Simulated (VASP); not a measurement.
Si2W:

```xyz
3
Lattice="2.8169 -4.0197 0.0000 2.8169 4.0197 0.0000 0.0000 0.0000 2.6468" Properties=species:S:1:pos:R:3 pbc="T T T"
Si    1.4085    2.0099    0.0000
Si    1.4085   -2.0099    0.0000
W     0.0000    0.0000    0.0000
```

```yaml
Program: VASP 6.6.1
Task: relaxation of cell and atoms
Functional: PBE
Potentials_or_basis: VASP PAW PBE potentials, release 64 (Si, W_sv)
Cutoff: 600 eV
k_mesh: 10 × 10 × 18
Occupations: gaussian, width 0.1 eV
Spin: no spin polarisation
```

At the start: pressure -0.2 GPa; volume 19.98 Å³/atom.

How do energy, volume and symmetry change on relaxing?

Over 7 steps the energy falls by 4.9 meV/atom and the volume is 19.86 Å³/atom (-0.6 %); space group Cmmm (No. 65, to 0.05 Å).

Step by step:
```csv
step,energy change (eV),largest force (eV/Å),pressure (GPa),volume (Å³)
1,0.0000,0.0000,-0.15,59.94
2,-0.0096,0.0000,0.63,59.76
3,-0.0119,0.0000,0.35,59.82
4,-0.0130,0.0000,-0.54,60.16
5,-0.0130,0.0000,-0.41,60.11
6,-0.0142,0.0000,-0.24,59.89
7,-0.0148,0.0000,0.00,59.58
```

Final structure:
```xyz
3
Lattice="2.7523 -4.0400 0.0000 2.7523 4.0400 0.0000 0.0000 0.0000 2.6790" Properties=species:S:1:pos:R:3 pbc="T T T"
Si    1.3762    2.0200    0.0000
Si    1.3762   -2.0200    0.0000
W     0.0000    0.0000    0.0000
```
